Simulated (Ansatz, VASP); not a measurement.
## NaI: VASP beside Ansatz

The input POSCAR:

```
NaI
1.0
    0.0000000000      3.2650000000      3.2650000000
    3.2650000000      0.0000000000      3.2650000000
    3.2650000000      3.2650000000      0.0000000000
Na I
1 1
Direct
    0.0053049029      0.0053049029      0.0053049029
    0.5000000000      0.5000000000      0.5000000000
```

File INCAR.step1:

```
SYSTEM = NaI
  ALGO = Normal
  EDIFF = 1E-5
  ENCUT = 520
  GGA = PE
  ISIF = 2
  ISMEAR = -1
  LASPH = .True.
  LCHARG = .False.
  LREAL = .False.
  LWAVE = .True.
  NBANDS = 14
  NELM = 80
  PREC = Accurate
  SIGMA = 0.05
```

The input INCAR.step2:

```
SYSTEM = NaI
  AEXX = 0.25
  ALGO = Normal
  EDIFF = 1E-6
  ENCUT = 520
  GGA = PE
  ISIF = 2
  ISMEAR = -1
  ISTART = 1
  LASPH = .True.
  LCHARG = .False.
  LHFCALC = .True.
  LREAL = .False.
  LWAVE = .False.
  NBANDS = 14
  NELM = 80
  PREC = Accurate
  PRECFOCK = Normal
  SIGMA = 0.05
```

The input KPOINTS:

```
k-points
0
Gamma
  4 4 4
  0 0 0
```

Input for Ansatz:

```yaml
crystal:
  lattice:
    - [0.0, 3.265, 3.265]
    - [3.265, 0.0, 3.265]
    - [3.265, 3.265, 0.0]
  atoms:
    - { symbol: Na, position: [0.0053049029, 0.0053049029, 0.0053049029] }
    - { symbol: I, position: [0.5, 0.5, 0.5] }
kpoints:
  mp_grid: { grid: [4, 4, 4] }
hamiltonian:
  xc: pbe0
  pseudopotentials:
    kind: all_electron
    relativity: scalar
    datasets: crystal
    dataset_attempts: all
    nuclear_model: point
scf:
  occupations: { method: fermi_dirac, width: 0.05 }
  convergence: { dr2_threshold: "1e-9 eV" }
  max_iter: 400
  lower_state_search: "off"
output:
  forces: true
  stress: true
```

Alike in both runs: task single point; functional PBE0; k mesh 4 × 4 × 4; occupations fermi-dirac, width 0.05 eV; no spin polarisation.

|  | VASP | Ansatz |
| --- | --- | --- |
| version | VASP 6.6.1 | Ansatz 0.2.0 development build |
| potentials or method | VASP PAW PBE potentials, release 64 (Na_pv, I), cutoff 520 eV | plane waves, all-electron PAW datasets generated for the crystal |

```tsv
	VASP	Ansatz	Ansatz less VASP
gap on the k mesh at the Fermi level (eV)	5.28	5.27	-0.008
rms of the force components (eV/Å)	0.025	0.025	-0.0002
```

Atom by atom the forces differ by 0.000 eV/Å (rms over components). Ansatz ran all-electron here, and VASP with PAW potentials.

Spin-orbit coupling is off throughout.
